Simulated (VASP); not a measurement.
ZnO: single point with r2SCAN

The system is ZnO.

```
Zn O
1.0
     3.23091    0.00000    0.00000
    -1.61545    2.79805    0.00000
     0.00000    0.00000    5.21561
Zn O
2 2
Direct
  0.33333 0.66667 0.99245
  0.66667 0.33333 0.49245
  0.33333 0.66667 0.38955
  0.66667 0.33333 0.88955
```

This cell differs from its parent crystal: atoms displaced along a vibrational mode.

* Program: VASP 6.6.1
* Task: single point
* Functional: r2SCAN
* Potentials or basis: VASP PAW PBE potentials, release 64 (Zn, O)
* Cutoff: 520 eV
* k mesh: 9 × 9 × 6
* Occupations: gaussian, width 0.01 eV
* Spin: no spin polarisation
* Dipole correction: no
* Further INCAR settings: ALGO = Normal; EDIFF = 1e-07; NBANDS = 26

* Pressure: 1.9 GPa
* Largest force: 0.498 eV/Å
* Band gap on the k mesh: 1.23 eV

Forces in eV/Å, atoms in the order of the input:
```
Zn   0.000  0.000  0.498
Zn   0.000  0.000  0.498
O    0.000  0.000 -0.498
O    0.000  0.000 -0.498
```

Stress tensor (GPa, compression positive):
```
 4.52  0.00  0.00
 0.00  4.52  0.00
 0.00  0.00 -3.31
```

Levels at points of the mesh, in eV from the valence-band top:
| k point | band 15 | band 16 | band 17 | band 18 | band 19 | band 20 | band 21 | band 22 |
| --- | --- | --- | --- | --- | --- | --- | --- | --- |
| (0.00, 0.00, 0.00) | -0.67 | -0.29 | 0.00 | 0.00 | 1.23 | 5.77 | 8.72 | 13.69 |
| (0.00, 0.00, 0.50) | -0.33 | -0.33 | -0.33 | -0.33 | 3.90 | 3.90 | 10.65 | 10.65 |

It took 98 s on 1 thread of Intel(R) Xeon(R) 6975P-C (Granite Rapids) (shared host), peak memory 0.2 GiB.

Caveat: the cell differs from its parent crystal (atoms displaced along a vibrational mode); the PAW data sets were made with another functional, which shifts forces and pressure a little.
